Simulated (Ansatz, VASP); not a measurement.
## Two plane-wave programs on Nb

Contents of POSCAR:

```
Nb
1.0
   -1.6511317439      1.6511317439      1.6511317439
    1.6511317439     -1.6511317439      1.6511317439
    1.6511317439      1.6511317439     -1.6511317439
Nb
1
Direct
    0.0000000000      0.0000000000      0.0000000000
```

INCAR.step1

```
SYSTEM = Nb
PREC = Accurate
ENCUT = 520
ISMEAR = 1
SIGMA = 0.1
LREAL = .FALSE.
LASPH = .TRUE.
NELM = 80
NBANDS = 12
GGA = PE
ALGO = Normal
EDIFF = 1E-4
LWAVE = .TRUE.
LCHARG = .FALSE.
```

INCAR.step2

```
SYSTEM = Nb
PREC = Accurate
ENCUT = 520
EDIFF = 1E-6
ISMEAR = 1
SIGMA = 0.1
LREAL = .FALSE.
LASPH = .TRUE.
NELM = 80
ALGO = Normal
ISIF = 2
LWAVE = .FALSE.
LCHARG = .FALSE.
METAGGA = R2SCAN
LMIXTAU = .TRUE.
NBANDS = 12
ISTART = 1
```

File KPOINTS:

```
Automatic mesh
0
G
  13 13 13
  0 0 0
```

Input for Ansatz:

```yaml
crystal:
  lattice:
    - [-1.6511317439, 1.6511317439, 1.6511317439]
    - [1.6511317439, -1.6511317439, 1.6511317439]
    - [1.6511317439, 1.6511317439, -1.6511317439]
  atoms:
    - { symbol: Nb, position: [0.0, 0.0, 0.0] }
hamiltonian:
  xc: r2scan
  pseudopotentials:
    kind: paw
    azcp:
      Nb: "pseudopotentials/Nb.paw.azcp"
basis:
  ecutwfc: 500
  fft_grid_basis: typed
kpoints:
  mp_grid: { grid: [13, 13, 13], shift: [0, 0, 0] }
magnetization:
  spin_polarized: false
scf:
  occupations: { method: cold, width: 0.1 }
  lower_state_search: "off"
output:
  stress: true
```

Alike in both runs: task single point; functional r2SCAN; k mesh 13 × 13 × 13; no spin polarisation.

```csv
,VASP,Ansatz
version,VASP 6.6.1,Ansatz 0.2.0
potentials or method,"VASP PAW PBE potentials, release 64 (Nb_sv), cutoff 520 eV","plane waves (500 eV) with PAW, scalar-relativistic"
occupations,"methfessel-paxton of order 1, width 0.1 eV","cold, width 0.1 eV"
valence electrons in the cell,13,13
```

```csv
,VASP,Ansatz,Ansatz less VASP
pressure (GPa),-0.8,-0.7,+0.13
```

VASP's potentials were made for PBE, not for r2SCAN.
